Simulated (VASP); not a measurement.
Input of a VASP 6.6.1 run:

POSCAR

```
SnSe
1.0
    4.2853274191      0.0000000000      0.0000000000
    0.0000000000      4.2853274191      0.0964198669
    0.0000000000      0.2472905729     10.9906921300
Sn Se
2 2
Direct
    0.5000000000      0.0000000000      0.3722291100
    0.0000000000      0.5000000000      0.6277708900
    0.5000000000      0.0000000000      0.6160394900
    0.0000000000      0.5000000000      0.3839605100
```

Contents of INCAR.step1:

```
ALGO = Normal
EDIFF = 1E-4
ENCUT = 520
GGA = PE
ISMEAR = 0
LASPH = T
LCHARG = F
LREAL = F
LWAVE = T
NBANDS = 28
NELM = 60
PREC = Accurate
SIGMA = 0.05
```

Contents of INCAR.step2:

```
ALGO = Normal
EDIFF = 1E-6
ENCUT = 520
ISIF = 2
ISMEAR = 0
ISTART = 1
LASPH = T
LCHARG = T
LELF = T
LMIXTAU = T
LREAL = F
LVHAR = T
LWAVE = F
METAGGA = R2SCAN
NBANDS = 28
NELM = 60
PREC = Accurate
SIGMA = 0.05
```

File KPOINTS:

```
k-points
0
Gamma
  6 6 4
```

Potentials or basis: VASP PAW PBE potentials, release 64 (Sn_d, Se).

Command:

```console
$ cat potpaw_PBE.64/Sn_d/POTCAR potpaw_PBE.64/Se/POTCAR > POTCAR
$ cp INCAR.step1 INCAR
$ mpirun -np 1 vasp_std > vasp.out
$ cp INCAR.step2 INCAR
$ mpirun -np 1 vasp_std > vasp.out
```

(1) Predict the band gap on the k mesh.

(2) Estimate the largest force.

## Answers

(1) 1.76 eV.

(2) 0.157 eV/Å.

Caveat: the cell differs from its parent crystal (strain +0.0450 x Voigt [0, 0, 0, 1, 0, 0]); the PAW data sets were made with another functional, which shifts forces and pressure a little; spin-orbit coupling is left out, which moves the levels of the heavy elements.
